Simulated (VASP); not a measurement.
Wanted: the native input for a VASP 6.6.1 run.

```
Task                   : single point
Functional             : PBE
Dispersion             : D4
Potentials or basis    : VASP PAW PBE potentials, release 64 (Na_pv, H)
Cutoff                 : 520 eV
k mesh                 : 4 × 4 × 1
Occupations            : fermi-dirac, width 0.1 eV
Spin                   : no spin polarisation
Dipole correction      : yes
Electric field (eV/Å)  : -0.1
Further INCAR settings : ALGO = Normal; EDIFF = 1e-06; NBANDS = 16; EFIELD = 0.1
```

The structure of NaH lies in POSCAR:

```
NaH
1.0
    3.4506810000      0.0000000000      0.0000000000
    0.0000000000      3.4506810000      0.0000000000
    0.0000000000      0.0000000000     18.4399999348
Na H
2 2
Direct
    0.0000000000      0.0000000000      0.4338394809
    0.5000000000      0.5000000000      0.5661605191
    0.5000000000      0.5000000000      0.4338394809
    0.0000000000      0.0000000000      0.5661605191
```

One way to write it, as run:

INCAR

```
SYSTEM = NaH
  PREC = Accurate
  ENCUT = 520
  EDIFF = 1E-6
  ISMEAR = -1
  SIGMA = 0.1
  LREAL = .False.
  LASPH = .True.
  NELM = 80
  ALGO = Normal
  ISIF = 2
  LWAVE = .False.
  LCHARG = .False.
  LDIPOL = .True.
  IDIPOL = 3
  DIPOL = 0.5 0.5 0.500
  GGA = PE
  IVDW = 13
  NBANDS = 16
  EFIELD = 0.1
```

KPOINTS

```
regular mesh
0
Gamma
  4 4 1
  0 0 0
```

Potentials or basis: VASP PAW PBE potentials, release 64 (Na_pv, H).

Command:

```sh
$ cat potpaw_PBE.64/Na_pv/POTCAR potpaw_PBE.64/H/POTCAR > POTCAR
$ mpirun -np 1 vasp_std > vasp.out
```

It gave:

```yaml
Largest_force: 0.103 eV/Å
Band_gap_on_the_k_mesh: 2.96 eV, indirect (least direct gap 4.34 eV)
Dispersion_energy_per_atom: -0.038 eV
```

Caveat: the k points lie up to 0.46 Å⁻¹ apart.

Wall time 38 s on 1 thread of Intel Xeon 8259CL, on a shared host, peak memory 0.32 GiB.
